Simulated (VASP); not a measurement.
# Ti (P6/mmm) in VASP: notebook, part 2 of 2

VASP 6.6.1. Earlier steps stand in the parts before.

## 3. Single point, PBEsol

The input, INCAR:

```
SYSTEM = Ti
ALGO     = Fast           ! electronic algorithm
EDIFF    = 1E-6           ! SCF threshold, eV
ENCUT    = 520            ! plane-wave cutoff, eV
GGA      = PS             ! functional
ISIF     = 2              ! what is computed and relaxed
ISMEAR   = 0              ! smearing method
LASPH    = .TRUE.         ! aspherical terms in the spheres
LCHARG   = .TRUE.         ! write CHGCAR
LELF     = .TRUE.         ! ELF
LREAL    = .FALSE.        ! projectors in reciprocal space
LVHAR    = .TRUE.       
LWAVE    = .FALSE.        ! write WAVECAR
NBANDS   = 25             ! bands
NELM     = 60             ! most SCF steps
PREC     = Accurate       ! precision mode
SIGMA    = 0.15           ! smearing width, eV
```

The input, KPOINTS:

```
k-points
0
G
  12 12 14
  0 0 0
```

The input, POSCAR:

```
Ti
1.0
    4.6233000000      0.0000000000      0.0000000000
   -2.3116500000      4.0038952493      0.0000000000
    0.0000000000      0.0000000000      2.8823000000
Ti
3
Direct
    0.0000000000      0.0000000000      0.0000000000
    0.3333333333      0.6666666667      0.5000000000
    0.6666666667      0.3333333333      0.5000000000
```

Potentials or basis: VASP PAW PBE potentials, release 64 (Ti_sv).

Run with:

```bash
$ cat potpaw_PBE.64/Ti_sv/POTCAR > POTCAR
$ mpirun -np 1 vasp_std > vasp.out
```

OUTCAR:

```text
SYSTEM = Ti
   EDIFF = 1E-6
   ENCUT = 520
   GGA = PS
   ISIF = 2
   ISMEAR = 0
   LASPH = .TRUE.
   LREAL = .FALSE.
   NELM = 60
   PREC = Accurate

 ion  position               nearest neighbor table
   1  0.000  0.000  0.000-
   2  0.333  0.667  0.500-   3 2.67   3 2.67   3 2.67
   3  0.667  0.333  0.500-   2 2.67   2 2.67   2 2.67

  LATTYP: Found a hexagonal cell.
 ALAT       =     4.6233000000
 C/A-ratio  =     0.6234291523

  Lattice vectors:

 A1 = (   4.6233000000,   0.0000000000,   0.0000000000)
 A2 = (  -2.3116500000,   4.0038952493,   0.0000000000)
 A3 = (   0.0000000000,   0.0000000000,   2.8823000000)

Analysis of symmetry for initial positions (statically):
=====================================================================
 Subroutine PRICEL returns:
 Original cell was already a primitive cell.

 Routine SETGRP: Setting up the symmetry group for a
 hexagonal supercell.

 Subroutine GETGRP returns: Found 24 space group operations
 (whereof 24 operations were pure point group operations)
 out of a pool of 24 trial point group operations.

The static configuration has the point symmetry D_6h.

Analysis of symmetry for dynamics (positions and initial velocities):
=====================================================================
 Subroutine PRICEL returns:
 Original cell was already a primitive cell.

 Routine SETGRP: Setting up the symmetry group for a
 hexagonal supercell.

 Subroutine GETGRP returns: Found 24 space group operations
 (whereof 24 operations were pure point group operations)
 out of a pool of 24 trial point group operations.

The dynamic configuration has the point symmetry D_6h.

 Subroutine INISYM returns: Found 24 space group operations
 (whereof 24 operations are pure point group operations),
 and found     1 'primitive' translations

----------------------------------------------------------------------------------------

                                     Primitive cell

  volume of cell :      53.3549

  direct lattice vectors                    reciprocal lattice vectors
     4.623300000  0.000000000  0.000000000     0.216295720  0.124878392  0.000000000
    -2.311650000  4.003895249  0.000000000     0.000000000  0.249756784  0.000000000
     0.000000000  0.000000000  2.882300000     0.000000000  0.000000000  0.346945148

  length of vectors
     4.623300000  4.623300000  2.882300000     0.249756784  0.249756784  0.346945148

  position of ions in fractional coordinates (direct lattice)
     0.000000000  0.000000000  0.000000000
     0.333333333  0.666666667  0.500000000
     0.666666667  0.333333333  0.500000000

  ion indices of the primitive-cell ions
   primitive index   ion index
                 1           1
                 2           2
                 3           3

----------------------------------------------------------------------------------------

 KPOINTS: k-points

Automatic generation of k-mesh.
 Grid dimensions read from file:
 generate k-points for:   12   12   14

 Generating k-lattice:

  Cartesian coordinates                     Fractional coordinates (reciprocal lattice)
     0.018024643  0.010406533  0.000000000     0.083333333  0.000000000  0.000000000
     0.000000000  0.020813065  0.000000000     0.000000000  0.083333333  0.000000000
     0.000000000  0.000000000  0.024781796     0.000000000  0.000000000  0.071428571

  Length of vectors
     0.020813065  0.020813065  0.024781796

  Shift w.r.t. Gamma in fractional coordinates (k-lattice)
     0.000000000  0.000000000  0.000000000

 Subroutine IBZKPT returns following result:
 ===========================================

 Found    152 irreducible k-points:

 Following reciprocal coordinates:
            Coordinates               Weight
  0.000000  0.000000  0.000000      1.000000
  0.083333  0.000000  0.000000      6.000000
  0.166667  0.000000  0.000000      6.000000
  0.250000  0.000000  0.000000      6.000000
  0.333333  0.000000  0.000000      6.000000
  0.416667  0.000000  0.000000      6.000000
[... 16 lines left out ...]
  0.250000  0.000000  0.071429     12.000000
  0.333333  0.000000  0.071429     12.000000
 [... further k-points ...]
   k-points           NKPTS =    152   k-points in BZ     NKDIM =    152   number of bands    NBANDS=     25
   number of dos      NEDOS =    301   number of ions     NIONS =      3
   total plane-waves  NPLWV =  31104
   dimension x,y,z NGX =    36 NGY =   36 NGZ =   24
   dimension x,y,z NGXF=    72 NGYF=   72 NGZF=   48
   ions per type =               3
   NGX,Y,Z   is equivalent  to a cutoff of  12.94, 12.94, 13.84 a.u.
   NGXF,Y,Z  is equivalent  to a cutoff of  25.89, 25.89, 27.69 a.u.
 SYSTEM =  Ti
   PREC   = accura    normal or accurate (medium, high low for compatibility)
   ISTART =      0    job   : 0-new  1-cont  2-samecut
   ICHARG =      2    charge: 1-file 2-atom 10-const
   ISPIN  =      1    spin polarized calculation?
   LNONCOLLINEAR =      F non collinear calculations
   LSORBIT =      F    spin-orbit coupling
   LASPH  =      T    aspherical Exc in radial PAW
   ENCUT  =  520.0 eV  38.22 Ry    6.18 a.u.   8.60  8.60  5.36*2*pi/ulx,y,z
   NELM   =     60;   NELMIN=  2; NELMDL= -5     # of ELM steps
   EDIFF  = 0.1E-05   stopping-criterion for ELM
   LREAL  =      F    real-space projection
   EDIFFG = 0.1E-04   stopping-criterion for IOM
   NSW    =      0    number of steps for IOM
   IBRION =     -1    ionic relax: 0-MD 1-quasi-New 2-CG
   NFREE  =      0    steps in history (QN), initial steepest desc. (CG)
   ISIF   =      2    stress and relaxation
   ISYM   =      2    0-nonsym 1-usesym 2-fastsym
   POTIM  = 0.5000    time-step for ionic-motion
   TEBEG  =    0.0;   TEEND  =   0.0 temperature during run
   PSTRESS=    0.0 pullay stress
   NELECT =      36.0000    total number of electrons
   NUPDOWN=      -1.0000    fix difference up-down
   EMIN   =  10.00;   EMAX   =-10.00  energy-range for DOS
   EFERMI =   0.00;   METHOD = LEGACY
   ISMEAR =     0;   SIGMA  =   0.15  broadening in eV -4-tet -1-fermi 0-gaus
   EFERMI_NEDOS =   21; number of points for ismear=-14 and -15
   IALGO  =     68    algorithm
   IMIX   =      4    mixing-type and parameters
     AMIX     =   0.40;   BMIX     =  1.00
     AMIX_MAG =   1.60;   BMIX_MAG =  1.00
  volume/ion in A,a.u.               =      17.78       120.02
  Fermi-wavevector in a.u.,A,eV,Ry     =   1.435878  2.713417 28.051770  2.061747
  Thomas-Fermi vector in A             =   2.555128
   LORBIT       =      0    0 simple, 1 ext, 2 COOP (PROOUT), +10 PAW based schemes
   GGA     = PS    functional components
   LHFCALC =     F    Hartree Fock is set to
   AEXX    =    0.0000 exact exchange contribution
   IVDW    =     0    specifies the selected vdW correction
   LEPSILON=     F    determine dielectric tensor
   LRPA    =     F    only Hartree local field effects (RPA)
 non-spin polarized calculation
 RMM-DIIS sequential band-by-band and
 Gauss-broadening in eV      SIGMA  =   0.15
  energy-cutoff  :      520.00
  volume of cell :       53.35
 maximum number of plane-waves:      1462
 NGX is ok and might be reduce to    36
   NGX = 17   NGY = 17   NGZ = 11

 number of electron      35.9999996 magnetization

 Free energy of the ion-electron system (eV)
  ---------------------------------------------------
  ext. energy  EPLUGINS =         0.00000000
  ---------------------------------------------------
  free energy    TOTEN  =       -24.96482922 eV

  energy without entropy =      -24.93180285  energy(sigma->0) =      -24.94831603

 E-fermi :   7.8467     XC(G=0): -11.5210

 val. band max:        7.8405188867   @ k =   0.2500   0.1667   0.0000
 cond. band min:       7.8475409672   @ k =   0.3333   0.3333   0.2857
 fundamental gap:      0.0070220805
 Fermi energy:         7.8467254369

 k-point     1 :       0.0000    0.0000    0.0000
  band No.  band energies     occupation
      1     -48.8802      2.00000
      2     -48.6121      2.00000
      3     -48.4608      2.00000
      4     -25.2836      2.00000
      5     -25.2836      2.00000
      6     -25.1507      2.00000
[... 17 lines left out ...]
     24       9.6193      0.00000
     25       9.6458      0.00000
[... 621 lines left out ...]
      3     -48.4931      2.00000
      4     -25.3841      2.00000
      5     -25.2950      2.00000
      6     -25.0455      2.00000
[... 17 lines left out ...]
     24       9.8411      0.00000
     25      10.3533      0.00000

 [... further k-points ...]

------------------------ aborting loop because EDIFF is reached ----------------------------------------

  FORCE on cell =-STRESS in cart. coord.  units (eV):
  Direction    XX          YY          ZZ          XY          YZ          ZX
  --------------------------------------------------------------------------------------
  -------------------------------------------------------------------------------------
  Total       -2.5792134     -2.5792134     -3.0126123      0.0000000      0.0000000      0.0000000
  in kB      -77.4504397    -77.4504397    -90.4648485      0.0000000      0.0000000      0.0000000
  external PRESSURE =     -81.7885759 kB  Pullay stress =       0.0000000 kB

 VOLUME and BASIS-vectors are now :
 -----------------------------------------------------------------------------
  energy-cutoff  :      520.00
  volume of cell :       53.35
      direct lattice vectors                 reciprocal lattice vectors
     4.623300000  0.000000000  0.000000000     0.216295720  0.124878392  0.000000000
    -2.311650000  4.003895249  0.000000000     0.000000000  0.249756784  0.000000000
     0.000000000  0.000000000  2.882300000     0.000000000  0.000000000  0.346945148

 POSITION                                       TOTAL-FORCE (eV/Angst)
 -----------------------------------------------------------------------------------
      0.00000      0.00000      0.00000        -0.000000      0.000000     -0.000000
     -0.00000      2.66926      1.44115         0.000000     -0.000000      0.000000
      2.31165      1.33463      1.44115        -0.000000      0.000000     -0.000000
 -----------------------------------------------------------------------------------
    total drift:                                0.000000      0.000000     -0.000000

  FREE ENERGIE OF THE ION-ELECTRON SYSTEM (eV)
  ---------------------------------------------------
  free  energy   TOTEN  =       -24.9648292159 eV

  energy  without entropy=      -24.9318028491  energy(sigma->0) =      -24.94831603
```

Run time: 12 min. Hardware: 1 thread of Intel Xeon Platinum 8259CL at 2.50GHz (Skylake/Cascade Lake), shared host; peak memory 0.28 GiB.

Results:

```
Free energy            : -24.9648 eV
Pressure               : -8.2 GPa
Band gap on the k mesh : zero (bands 18 and 19 overlap by 0.26 eV)
```

Levels at points of the mesh, in eV from the Fermi level:
| k point | band 16 | band 17 | band 18 | band 19 | band 20 | band 21 |
| --- | --- | --- | --- | --- | --- | --- |
| (0.00, 0.00, 0.00) | -0.68 | -0.58 | -0.58 | 0.00 | 0.70 | 1.25 |
| (0.50, 0.00, 0.00) | -0.37 | -0.34 | -0.31 | 0.09 | 0.55 | 0.95 |
| (0.00, 0.00, 0.50) | -1.77 | -1.52 | -1.52 | 1.05 | 1.05 | 1.18 |
| (0.50, 0.00, 0.50) | -1.08 | -0.67 | -0.63 | 0.37 | 0.77 | 0.81 |

Caveat: the cell stands under tension; the PAW data sets were made with another functional, which shifts forces and pressure a little.
